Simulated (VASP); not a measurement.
Here is a VASP 6.6.1 calculation.

The input INCAR:

```
SYSTEM = HfIrC2
PREC = Accurate
ENCUT = 600
EDIFF = 1E-7
ISMEAR = 0
SIGMA = 0.1
LREAL = .False.
LASPH = .True.
NELM = 100
ALGO = Normal
ISIF = 3
LWAVE = .False.
LCHARG = .False.
GGA = PE
IBRION = 2
NSW = 90
EDIFFG = -0.04
```

KPOINTS

```
Automatic mesh
0
Gamma
  6 6 4
  0 0 0
```

Contents of POSCAR:

```
HfIrC2
1.0
    3.6791119900      0.0000000000      0.0000000000
   -1.8395560000      3.1862044500      0.0000000000
    0.0000000000      0.0000000000      5.0772017500
Hf Ir C
1 1 2
Direct
    0.0000000000      0.0000000000      0.0000000000
    0.0000000000      0.0000000000      0.5000000000
    0.3333333300      0.6666666700      0.0000000000
    0.6666666700      0.3333333300      0.0000000000
```

Potentials or basis: VASP PAW PBE potentials, release 64 (Hf_pv, Ir, C).

Command:

```bash
$ cat potpaw_PBE.64/Hf_pv/POTCAR potpaw_PBE.64/Ir/POTCAR potpaw_PBE.64/C/POTCAR > POTCAR
$ mpirun -np 1 vasp_std > vasp.out
```

(1) Estimate the relaxed volume.

(2) Predict the space group after relaxing (to 0.1 Å).

(3) Estimate the band gap on the k mesh.

Results:

(1) 17.02 Å³/atom.

(2) P6/mmm (No. 191).

(3) zero (an odd number of electrons rules out a gap without spin polarisation).

Caveat: spin-orbit coupling is left out, which moves the levels of the heavy elements.
